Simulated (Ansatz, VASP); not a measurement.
## Two plane-wave programs on Ta

POSCAR

```
Ta
1.0
    2.9003720726      0.0000000000      0.0000000000
   -1.4501860363      2.5117958953      0.0000000000
    0.0000000000      0.0000000000      5.1662740000
Ta
2
Direct
    0.3333333333      0.6666666667      0.2500000000
    0.6666666667      0.3333333333      0.7500000000
```

INCAR.step1

```
SYSTEM = Ta
ALGO = Normal
EDIFF = 1E-4
ENCUT = 600
GGA = PE
ISMEAR = -1
LASPH = .True.
LCHARG = .False.
LREAL = .False.
LWAVE = .True.
NELM = 60
PREC = Accurate
SIGMA = 0.05
```

The input INCAR.step2:

```
SYSTEM = Ta
ALGO = Normal
EDIFF = 1E-6
EDIFFG = -0.01
ENCUT = 600
IBRION = 2
ISIF = 3
ISMEAR = -1
ISTART = 1
LASPH = .True.
LCHARG = .False.
LMIXTAU = .True.
LREAL = .False.
LWAVE = .False.
METAGGA = R2SCAN
NELM = 60
NSW = 60
PREC = Accurate
SIGMA = 0.05
```

Contents of KPOINTS:

```
k-points
0
Gamma
  11 11 5
  0 0 0
```

Contents of input.yaml:

```yaml
crystal:
  lattice:
    - [2.9003720726, 0.0, 0.0]
    - [-1.4501860363, 2.5117958953, 0.0]
    - [0.0, 0.0, 5.166274]
  atoms:
    - { symbol: Ta, position: [0.3333333333, 0.6666666667, 0.25] }
    - { symbol: Ta, position: [0.6666666667, 0.3333333333, 0.75] }
hamiltonian:
  xc: r2scan
  pseudopotentials: { kind: paw }
kpoints:
  mp_grid: { grid: [11, 11, 5] }
scf:
  occupations: { method: fermi_dirac, width: 0.05 }
output:
  forces: true
  stress: true
  eigenvalues: true
relax:
  f_tol: 0.01
  max_steps: 40
  cell: { stress_tol: 0.05 }
```

Alike in both runs: task relaxation of cell and atoms; functional r2SCAN; k mesh 11 × 11 × 5; occupations fermi-dirac, width 0.05 eV; no spin polarisation.

|  | VASP | Ansatz |
| --- | --- | --- |
| version | VASP 6.6.1 | Ansatz 0.2.0 |
| potentials or method | VASP PAW PBE potentials, release 64 (Ta_pv) | Ansatz PAW |
| plane-wave cutoff (eV) | 600 | 500 |
| valence electrons in the cell | 22 | 26 |

Ansatz gave:

| Quantity | Value |
| --- | --- |
| gap on the k mesh at the Fermi level, each at its own relaxed structure (eV) | none |
| relaxed volume (Å³/atom) | 18.47 |
| relaxed length of the cell vector where the two differ most in proportion (Å) | 5.149 |

Question: What did VASP give for the same quantities?

Answer: gap on the k mesh at the Fermi level, each at its own relaxed structure (eV): none; relaxed volume (Å³/atom): 18.52; relaxed length of the cell vector where the two differ most in proportion (Å): 5.154.

VASP's potentials were made for PBE, not for r2SCAN. A gap of «none» marks a metal or a gap that the smearing closes. VASP's potentials hold 22 valence electrons a cell and Ansatz's 26, so a difference there can come from the potentials and not from the codes.

Neither program's run includes spin-orbit coupling. Noted on Ansatz's run: the plane-wave basis is chosen anew once the cell has moved, so the energies of steps on either side of that aren't comparable.
